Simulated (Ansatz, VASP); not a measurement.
## Two plane-wave programs on SrAl3

```
Sr Al
1.0
     4.47370    0.00000    0.00000
     0.00000    4.47370    0.00000
     0.00000    0.00000    4.47370
Sr Al
1 3
Direct
  0.04471 0.00000 0.00000
  0.00000 0.50000 0.50000
  0.50000 0.50000 0.00000
  0.50000 0.00000 0.50000
```

Alike in both runs: task single point; functional PBE; k mesh 8 × 8 × 8; occupations gaussian, width 0.05 eV; no spin polarisation.

|  | VASP | Ansatz |
| --- | --- | --- |
| version | VASP 6.6.1 | Ansatz 0.2.0 |
| potentials or method | VASP PAW PBE potentials, release 64 (Sr_sv, Al), cutoff 520 eV | scalar-relativistic, plane waves, PAW |
| valence electrons in the cell | 19 | 19 |

|  | VASP | Ansatz | Ansatz less VASP |
| --- | --- | --- | --- |
| gap on the k mesh at the Fermi level (eV) | none | none | - |
| pressure (GPa) | 0.5 | 0.5 | -0.05 |
| rms of the force components (eV/Å) | 0.511 | 0.508 | -0.0029 |

Atom by atom the forces differ by 0.003 eV/Å (rms over components). A gap of «none» marks a metal or a gap that the smearing closes.
